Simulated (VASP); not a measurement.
# TaSi2 (P6_422) in VASP: a series of runs, part 2 of 2

VASP 6.6.1. Earlier steps stand in the parts before.

## (3) Relaxation of cell and atoms, PBEsol, target pressure 5 GPa, at which the enthalpy is minimised

This run uses another cell than the first one, of 13.95 Å³/atom.

Input file INCAR:

```
SYSTEM = TaSi2
PREC = Accurate
ENCUT = 600
EDIFF = 1E-7
ISMEAR = 0
SIGMA = 0.1
LREAL = .FALSE.
LASPH = .TRUE.
NELM = 100
ALGO = Normal
ISIF = 3
LWAVE = .FALSE.
LCHARG = .FALSE.
GGA = PS
IBRION = 2
NSW = 70
EDIFFG = -0.008
PSTRESS = 50.0
```

Input file KPOINTS:

```
regular mesh
0
G
  12 12 6
  0 0 0
```

Input file POSCAR:

```
TaSi2
1.0
    4.7205197194      0.0000000000      0.0000000000
   -2.3602598597      4.0880899961      0.0000000000
    0.0000000000      0.0000000000      6.5067677245
Ta Si
3 6
Direct
    0.5000000000      0.0000000000      0.0000000000
    0.5000000000      0.5000000000      0.6666666667
    0.0000000000      0.5000000000      0.3333333333
    0.1592498360      0.3184996719      0.0000000000
    0.8407501640      0.1592498360      0.6666666667
    0.6815003281      0.8407501640      0.3333333333
    0.8407501640      0.6815003281      0.0000000000
    0.1592498360      0.8407501640      0.6666666667
    0.3184996719      0.1592498360      0.3333333333
```

Potentials or basis: VASP PAW PBE potentials, release 64 (Ta_pv, Si).

Run with:

```sh
> cat potpaw_PBE.64/Ta_pv/POTCAR potpaw_PBE.64/Si/POTCAR > POTCAR
> mpirun -np 1 vasp_std > vasp.out
```

OUTCAR:

```text
SYSTEM = TaSi2
   PREC = Accurate
   ENCUT = 600
   EDIFF = 1E-7
   ISMEAR = 0
   LREAL = .FALSE.
   LASPH = .TRUE.
   NELM = 100
   ISIF = 3
   GGA = PS
   IBRION = 2
   NSW = 70
   EDIFFG = -0.008
   PSTRESS = 50.0

 ion  position               nearest neighbor table
   1  0.500  0.000  0.000-   5 2.58   8 2.58   6 2.58   9 2.58   4 2.70   7 2.70   4 2.70   7 2.70
                             4 2.79   7 2.79   2 3.21   2 3.21   3 3.21   3 3.21
   2  0.500  0.500  0.667-   4 2.58   7 2.58   6 2.58   9 2.58   8 2.70   5 2.70   8 2.70   5 2.70
                             8 2.79   5 2.79   1 3.21   1 3.21   3 3.21   3 3.21
   3  0.000  0.500  0.333-   4 2.58   7 2.58   5 2.58   8 2.58   6 2.70   9 2.70   9 2.70   6 2.70
                             6 2.79   9 2.79   1 3.21   1 3.21   2 3.21   2 3.21
[... 394 lines left out ...]

 number of electron      57.0000003 magnetization

 Free energy of the ion-electron system (eV)
  ---------------------------------------------------
  ext. energy  EPLUGINS =         0.00000000
  ---------------------------------------------------
  free energy    TOTEN  =       -77.30748025 eV

  energy without entropy =      -77.28985323  energy(sigma->0) =      -77.29866674

 E-fermi :   9.6584     XC(G=0): -12.3083

 val. band max:        9.6398071670   @ k =   0.5000  -0.0000   0.0000
 cond. band min:       9.6624238922   @ k =   0.4167   0.1667   0.0000
 fundamental gap:      0.0226167252
 Fermi energy:         9.6583837717

 k-point     1 :       0.0000    0.0000    0.0000
  band No.  band energies     occupation
      1     -24.5823      2.00000
      2     -24.5823      2.00000
      3     -24.5735      2.00000
      4     -24.4996      2.00000
      5     -24.4996      2.00000
      6     -24.3957      2.00000
[... 877 lines left out ...]
     33      12.1450      0.00000
     34      12.4782      0.00000

 [... further k-points ...]
[... 5 lines left out ...]
  --------------------------------------------------------------------------------------
  -------------------------------------------------------------------------------------
  Total        3.9590438      3.9590438      3.9002119      0.0000000     -0.0000000      0.0000000
  in kB       50.4184071     50.4184071     49.6691825      0.0000000     -0.0000000      0.0000000
  external PRESSURE =       0.1686656 kB  Pullay stress =      50.0000000 kB
[... 28 lines left out ...]
  energy  without entropy=      -77.2898532259  energy(sigma->0) =      -77.29866674

  enthalpy is  TOTEN    =       -73.3812913246 eV   P V=        3.9261889247

 reached required accuracy - stopping structural energy minimisation
```

Run time: 30 min. Hardware: 1 thread of AMD EPYC 7R13, shared host; peak memory 0.51 GiB.

Results:

| Property | Result |
| --- | --- |
| Free energy | -77.3075 eV |
| Relaxed volume | 13.98 Å³/atom |
| Relaxed cell | a = 4.721 Å, b = 4.721 Å, c = 6.519 Å, α = 90.00°, β = 90.00°, γ = 120.00° |
| Space group after relaxing (to 0.1 Å) | P6_422 (No. 181) |
| Energy change on relaxing (the run minimises the enthalpy) | -0.9 meV/atom |
| Ionic steps | 5 |
| Pressure after relaxing | 5.0 GPa |
| Largest force after relaxing | 0.005 eV/Å |
| Band gap on the k mesh | zero (an odd number of electrons rules out a gap without spin polarisation) |

Forces on the atoms (eV/Å):
```
Ta   0.000  0.000  0.000
Ta   0.000  0.000  0.000
Ta   0.000  0.000  0.000
Si   0.000  0.005  0.000
Si  -0.004  0.003  0.000
Si  -0.004 -0.003  0.000
Si   0.000 -0.005  0.000
Si   0.004 -0.003  0.000
Si   0.004  0.003  0.000
```

The path:
```
step  energy change (eV)  largest force (eV/Å)  pressure (GPa)  volume (Å³)
   1              0.0000                0.0026            5.49       125.57
   2             -0.0231                0.0112            4.07       126.34
   3             -0.0097                0.0059            4.95       125.86
   4             -0.0099                0.0059            4.94       125.86
   5             -0.0082                0.0051            5.02       125.81
```

Final structure:
```cif
data_structure
_symmetry_space_group_name_H-M 'P 1'
_symmetry_Int_Tables_number 1
_cell_length_a 4.7207
_cell_length_b 4.7207
_cell_length_c 6.5189
_cell_angle_alpha 90.000
_cell_angle_beta 90.000
_cell_angle_gamma 120.000
_cell_volume 125.81
loop_
_atom_site_label
_atom_site_type_symbol
_atom_site_fract_x
_atom_site_fract_y
_atom_site_fract_z
_atom_site_occupancy
Ta1 Ta 0.50000 0.00000 0.00000 1
Ta2 Ta 0.50000 0.50000 0.66667 1
Ta3 Ta 0.00000 0.50000 0.33333 1
Si1 Si 0.15929 0.31857 0.00000 1
Si2 Si 0.84071 0.15929 0.66667 1
Si3 Si 0.68143 0.84071 0.33333 1
Si4 Si 0.84071 0.68143 0.00000 1
Si5 Si 0.15929 0.84071 0.66667 1
Si6 Si 0.31857 0.15929 0.33333 1
```

Caveat: the cell is relaxed towards a set pressure, so the run minimises the enthalpy, not the energy; the PAW data sets were made with another functional, which shifts forces and pressure a little; spin-orbit coupling is left out, which moves the levels of the heavy elements; an odd number of electrons without spin polarisation forces a metal; a magnetic or distorted state may lie lower.

## (4) Single point, PBEsol (biaxial strain in the a-b plane: +2.0 %, then relaxed in part)

Input file INCAR:

```
SYSTEM = TaSi2
PREC     = Accurate       ! precision mode
ENCUT    = 520            ! plane-wave cutoff, eV
EDIFF    = 1E-6           ! SCF threshold, eV
ISMEAR   = 0              ! smearing method
SIGMA    = 0.1            ! smearing width, eV
LREAL    = .FALSE.        ! projectors in reciprocal space
LASPH    = .TRUE.         ! aspherical terms in the spheres
NELM     = 60             ! most SCF steps
ALGO     = Normal         ! electronic algorithm
ISIF     = 2              ! what is computed and relaxed
LWAVE    = .FALSE.        ! write WAVECAR
LCHARG   = .FALSE.        ! write CHGCAR
GGA      = PS             ! functional
NBANDS   = 38             ! bands
```

KPOINTS is that of step 3.

Input file POSCAR:

```
TaSi2
1.0
    4.8562100468      0.0000000000      0.0000000000
   -2.4281050234      4.2056012666      0.0000000000
    0.0000000000      0.0000000000      6.5027700970
Ta Si
3 6
Direct
    0.5000000000      0.0000000000      0.0000000000
    0.5000000000      0.5000000000      0.6666666667
    0.0000000000      0.5000000000      0.3333333333
    0.1585231243      0.3170462485      0.0000000000
    0.8414768757      0.1585231243      0.6666666667
    0.6829537515      0.8414768757      0.3333333333
    0.8414768757      0.6829537515      0.0000000000
    0.1585231243      0.8414768757      0.6666666667
    0.3170462485      0.1585231243      0.3333333333
```

Potentials or basis: VASP PAW PBE potentials, release 64 (Ta_pv, Si).

Run with:

```sh
> cat potpaw_PBE.64/Ta_pv/POTCAR potpaw_PBE.64/Si/POTCAR > POTCAR
> mpirun -np 1 vasp_std > vasp.out
```

OUTCAR:

```text
SYSTEM = TaSi2
   PREC = Accurate
   ENCUT = 520
   EDIFF = 1E-6
   ISMEAR = 0
   LREAL = .FALSE.
   LASPH = .TRUE.
   NELM = 60
   ISIF = 2
   GGA = PS

 ion  position               nearest neighbor table
   1  0.500  0.000  0.000-   5 2.60   8 2.60   6 2.60   9 2.60   4 2.77   7 2.77   4 2.77   7 2.77
                             4 2.87   7 2.87   2 3.25   2 3.25   3 3.25   3 3.25
   2  0.500  0.500  0.667-   4 2.60   7 2.60   6 2.60   9 2.60   5 2.77   8 2.77   8 2.77   5 2.77
                             8 2.87   5 2.87   1 3.25   1 3.25   3 3.25   3 3.25
   3  0.000  0.500  0.333-   4 2.60   7 2.60   5 2.60   8 2.60   6 2.77   9 2.77   9 2.77   6 2.77
                             6 2.87   9 2.87   1 3.25   1 3.25   2 3.25   2 3.25
   4  0.159  0.317  0.000-   9 2.54   5 2.54   2 2.60   3 2.60   7 2.67   1 2.77   1 2.77   1 2.87
                             7 2.87   7 2.87
   5  0.841  0.159  0.667-   4 2.54   6 2.54   1 2.60   3 2.60   8 2.67   2 2.77   2 2.77   2 2.87
                             8 2.87   8 2.87
   6  0.683  0.841  0.333-   7 2.54   5 2.54   1 2.60   2 2.60   9 2.67   3 2.77   3 2.77   3 2.87
                             9 2.87   9 2.87
   7  0.841  0.683  0.000-   6 2.54   8 2.54   2 2.60   3 2.60   4 2.67   1 2.77   1 2.77   1 2.87
                             4 2.87   4 2.87
   8  0.159  0.841  0.667-   7 2.54   9 2.54   1 2.60   3 2.60   5 2.67   2 2.77   2 2.77   2 2.87
                             5 2.87   5 2.87
[... 213 lines left out ...]
      2     -25.3193      2.00000
      3     -25.3193      2.00000
      4     -25.2720      2.00000
      5     -25.2720      2.00000
      6     -25.1746      2.00000
[... 973 lines left out ...]
     37      12.8793      0.00000
     38      13.1412      0.00000

 [... further k-points ...]
[... 5 lines left out ...]
  --------------------------------------------------------------------------------------
  -------------------------------------------------------------------------------------
  Total       -6.0440970     -6.0440970      0.2737953      0.0000000      0.0000000      0.0000000
  in kB      -72.9151963    -72.9151963      3.3030311      0.0000000      0.0000000      0.0000000
  external PRESSURE =     -47.5091205 kB  Pullay stress =       0.0000000 kB

 VOLUME and BASIS-vectors are now :
 -----------------------------------------------------------------------------
  energy-cutoff  :      520.00
  volume of cell :      132.81
      direct lattice vectors                 reciprocal lattice vectors
     4.856210047  0.000000000  0.000000000     0.205921900  0.118889064  0.000000000
    -2.428105023  4.205601267  0.000000000     0.000000000  0.237778129  0.000000000
     0.000000000  0.000000000  6.502770097     0.000000000  0.000000000  0.153780617

 POSITION                                       TOTAL-FORCE (eV/Angst)
 -----------------------------------------------------------------------------------
      2.42811      0.00000      0.00000         0.000000      0.000000      0.000000
      1.21405      2.10280      4.33518         0.000000      0.000000     -0.000000
     -1.21405      2.10280      2.16759        -0.000000      0.000000     -0.000000
      0.00000      1.33337      0.00000        -0.000000     -0.002629      0.000000
      3.70148      0.66669      4.33518         0.002277     -0.001314     -0.000000
      1.27337      3.53892      2.16759         0.002277      0.001314      0.000000
      2.42811      2.87223      0.00000         0.000000      0.002629      0.000000
     -1.27337      3.53892      4.33518        -0.002277      0.001314      0.000000
      1.15473      0.66669      2.16759        -0.002277     -0.001314      0.000000
 -----------------------------------------------------------------------------------
    total drift:                               -0.000000      0.000000     -0.000000

  FREE ENERGIE OF THE ION-ELECTRON SYSTEM (eV)
  ---------------------------------------------------
  free  energy   TOTEN  =       -77.2350889600 eV

  energy  without entropy=      -77.2190411615  energy(sigma->0) =      -77.22706506
```

stdout:

```text
POSCAR found type information on POSCAR TaSi
 POSCAR found :  2 types and       9 ions
 scaLAPACK will be used
 -----------------------------------------------------------------------------
|                                                                             |
|                                                                             |
|     You enforced a specific xc type in the INCAR file but a different       |
|     I HOPE YOU KNOW WHAT YOU ARE DOING!                                     |
|                                                                             |
 -----------------------------------------------------------------------------

 LDA part: xc-table for (Slater+PW92), standard interpolation
 POSCAR, INCAR and KPOINTS ok, starting setup
 FFT: planning ... GRIDC
 FFT: planning ... GRID_SOFT
 FFT: planning ... GRID
 WAVECAR not read
 entering main loop
```

It took 4.5 min on 1 thread of Intel Xeon Platinum 8488C (Sapphire Rapids), shared host; peak memory 0.44 GiB.

What came out:

* Free energy: -77.2351 eV
* Pressure: -4.8 GPa
* Band gap on the k mesh: zero (an odd number of electrons rules out a gap without spin polarisation)

Forces in eV/Å, atoms in the order of the input:
```
Ta   0.000  0.000  0.000
Ta   0.000  0.000  0.000
Ta   0.000  0.000  0.000
Si   0.000 -0.003  0.000
Si   0.002 -0.001  0.000
Si   0.002  0.001  0.000
Si   0.000  0.003  0.000
Si  -0.002  0.001  0.000
Si  -0.002 -0.001  0.000
```

Caveat: the cell differs from its parent crystal (biaxial strain in the a-b plane: +2.0 %, then relaxed in part); the stress differs along the axes, from -7 to 0 GPa; the PAW data sets were made with another functional, which shifts forces and pressure a little; spin-orbit coupling is left out, which moves the levels of the heavy elements; an odd number of electrons without spin polarisation forces a metal; a magnetic or distorted state may lie lower.

## (5) The runs side by side

| task | cell | cutoff (eV) | gap on the mesh (eV) | pressure (GPa) |
| --- | --- | --- | --- | --- |
| relaxation of shape and atoms at fixed volume | relaxed from a = 4.926, b = 4.926, c = 6.736 Å, angles 90.0, 90.0, 120.0°, 9 atoms, atomic positions A | 600 | none | -14.9 |
| relaxation of cell and atoms | relaxed to 5 GPa from a = 4.721, b = 4.721, c = 6.507 Å, angles 90.0, 90.0, 120.0°, 9 atoms, atomic positions B | 600 | none | 5.0 |
| single point | a = 4.856, b = 4.856, c = 6.503 Å, angles 90.0, 90.0, 120.0°, 9 atoms, atomic positions C | 520 | none | -4.8 |

Alike in all rows: level PBEsol; potentials or basis VASP PAW PBE potentials, release 64 (Ta_pv, Si); no spin polarisation; k mesh 12 × 12 × 6; smearing gaussian 0.1 eV.

Caveats: the PAW data sets were made with another functional, which shifts forces and pressure a little; spin-orbit coupling is left out, which moves the levels of the heavy elements; an odd number of electrons without spin polarisation forces a metal; a magnetic or distorted state may lie lower; the cell is relaxed towards a set pressure, so the run minimises the enthalpy, not the energy (at least some runs); the stress differs along the axes, from -7 to 0 GPa (at least some runs).

Absolute energies hang on the potentials; compare differences alone.

The gap in the log of VASP goes by the Fermi energy; the results here count the filled bands.